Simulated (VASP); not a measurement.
H: single point with PBEsol

The system is H.

```
CELL_PARAMETERS angstrom
2.62348 -2.56690 0.00000
2.62348 2.56690 0.00000
0.00000 0.00000 4.26607
ATOMIC_POSITIONS crystal
H 0.95330 0.04670 0.06851
H 0.45330 0.54670 0.43149
H 0.54670 0.45330 0.56851
H 0.04670 0.95330 0.93149
```

This cell differs from its parent crystal: strain +0.000 along x and y, +0.030 along z.

```
Program                : VASP 6.6.1
Task                   : single point
Functional             : PBEsol
Potentials or basis    : VASP PAW PBE potentials, release 64 (H)
Cutoff                 : 520 eV
k mesh                 : 6 × 6 × 6
Occupations            : gaussian, width 0.05 eV
Spin                   : no spin polarisation
Dipole correction      : no
Further INCAR settings : ALGO = Normal; EDIFF = 1e-06; NBANDS = 10
```

The pressure is 0.0 GPa and the largest force is 0.114 eV/Å. The band gap on the k mesh is 9.06 eV (least direct gap 9.65 eV).

Forces on the atoms (eV/Å):
```
H    0.000  0.072  0.088
H    0.000  0.072 -0.088
H    0.000 -0.072  0.088
H    0.000 -0.072 -0.088
```

Stress tensor (GPa, compression positive):
```
-0.14  0.00  0.00
 0.00 -0.01  0.00
 0.00  0.00  0.14
```

Levels at points of the mesh, in eV from the valence-band top:
| k point | band 1 | band 2 | band 3 | band 4 | band 5 | band 6 | band 7 |
| --- | --- | --- | --- | --- | --- | --- | --- |
| (0.00, 0.00, 0.00) | -1.74 | 0.00 | 10.90 | 12.46 | 13.04 | 15.17 | 15.17 |
| (0.50, 0.00, 0.00) | -0.71 | -0.71 | 10.60 | 10.60 | 13.46 | 13.46 | 17.14 |
| (0.50, 0.50, 0.00) | -0.53 | -0.37 | 9.48 | 10.32 | 13.71 | 15.17 | 15.30 |
| (0.00, 0.00, 0.50) | -0.88 | -0.88 | 10.32 | 10.32 | 15.44 | 15.44 | 17.12 |
| (0.50, 0.00, 0.50) | -0.59 | -0.59 | 9.06 | 9.06 | 15.71 | 15.71 | 16.72 |
| (0.50, 0.50, 0.50) | -0.37 | -0.37 | 10.82 | 10.82 | 12.35 | 12.35 | 12.56 |

It took 14 s on 1 thread of Intel(R) Xeon(R) Platinum 8375C CPU @ 2.90GHz (Ice Lake), with other jobs on the host, peak memory 0.16 GiB.

Caveat: the cell differs from its parent crystal (strain +0.000 along x and y, +0.030 along z); this functional lacks dispersion, which holds the molecules together, so the pressure and a relaxed volume are unreliable; the PAW data sets were made with another functional, which shifts forces and pressure a little. A k mesh can miss the band edges.
